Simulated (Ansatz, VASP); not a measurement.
# Mg: VASP beside Ansatz

The input POSCAR:

```
Mg
1.0
    3.0921172897      0.0000000000      0.0000000000
   -1.5460586448      2.6778521244      0.0000000000
    0.0000000000      0.0000000000      5.0155339717
Mg
2
Direct
    0.3333333333      0.6666666667      0.2500000000
    0.6666666667      0.3333333333      0.7500000000
```

Contents of INCAR.step1:

```
SYSTEM = Mg
PREC = Accurate ; ENCUT = 520
ISMEAR = -1 ; SIGMA = 0.1
LREAL = .False. ; LASPH = .True.
NELM = 100 ; NBANDS = 9
GGA = PE ; ALGO = Normal
EDIFF = 1E-4 ; LWAVE = .True.
LCHARG = .False.
```

Contents of INCAR.step2:

```
SYSTEM = Mg
PREC = Accurate ; ENCUT = 520
EDIFF = 1E-6 ; ISMEAR = -1
SIGMA = 0.1 ; LREAL = .False.
LASPH = .True. ; NELM = 100
ALGO = Normal ; ISIF = 2
LWAVE = .False. ; LCHARG = .False.
METAGGA = R2SCAN ; LMIXTAU = .True.
NBANDS = 9 ; ISTART = 1
```

KPOINTS

```
regular mesh
0
Gamma
  19 19 10
  0 0 0
```

Input for Ansatz:

```yaml
crystal:
  lattice:
    - [3.0921172897, 0.0, 0.0]
    - [-1.5460586448, 2.6778521244, 0.0]
    - [0.0, 0.0, 5.0155339717]
  atoms:
    - { symbol: Mg, position: [0.3333333333, 0.6666666667, 0.25] }
    - { symbol: Mg, position: [0.6666666667, 0.3333333333, 0.75] }
hamiltonian:
  xc: r2scan
  pseudopotentials:
    kind: paw
    azcp:
      Mg: "pseudopotentials/Mg.paw.azcp"
basis:
  ecutwfc: 500
  fft_grid_basis: typed
kpoints:
  mp_grid: { grid: [19, 19, 10], shift: [0, 0, 0] }
magnetization:
  spin_polarized: false
scf:
  occupations: { method: fermi_dirac, width: 0.1 }
output:
  stress: true
```

Alike in both runs: task single point; functional r2SCAN; k mesh 19 × 19 × 10; occupations fermi-dirac, width 0.1 eV; no spin polarisation.

```csv
,VASP,Ansatz
version,VASP 6.6.1,Ansatz 0.2.0
potentials or method,"VASP PAW PBE potentials, release 64 (Mg), cutoff 520 eV","plane waves (500 eV) with PAW, scalar-relativistic"
valence electrons in the cell,4,20
```

|  | VASP | Ansatz | Ansatz less VASP |
| --- | --- | --- | --- |
| pressure (GPa) | 3.6 | 3.9 | +0.30 |
| traceless stress, the component that is largest in VASP (GPa) | -0.16 | -0.16 | 0.000 |

VASP's potentials were made for PBE, not for r2SCAN. VASP's potentials hold 4 valence electrons a cell and Ansatz's 20, so a difference there can come from the potentials and not from the codes.
